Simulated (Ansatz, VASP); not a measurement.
B: VASP beside Ansatz

```
B
1.0
     1.75426    0.00000    0.00000
    -0.87713    1.51924    0.00000
     0.00000    0.00000   14.70961
B
4
Direct
  0.00000 0.00000 0.00000
  0.00000 0.00000 0.50000
  0.33333 0.66667 0.25000
  0.66667 0.33333 0.75000
```

Alike in both runs: task single point; functional PBEsol; k mesh 23 × 23 × 3; occupations fermi-dirac, width 0.1 eV; no spin polarisation.

|  | VASP | Ansatz |
| --- | --- | --- |
| version | VASP 6.6.1 | Ansatz 0.2.0 |
| potentials or method | VASP PAW PBE potentials, release 64 (B), cutoff 520 eV | plane waves (420 eV) with PAW, scalar-relativistic |
| valence electrons in the cell | 12 | 12 |

Ansatz gave:

```
pressure (GPa)                                                : -13.6
traceless stress, the component that is largest in VASP (GPa) : 12.63
```

Question: Which values does VASP return?

Answer: Pressure (GPa): -13.5; traceless stress, the component that is largest in VASP (GPa): 12.44.

VASP's potentials were made for PBE, not for PBEsol, and Ansatz warns of the same on its side. The functional is the same, so the differences come from potentials, cutoffs and numerics.
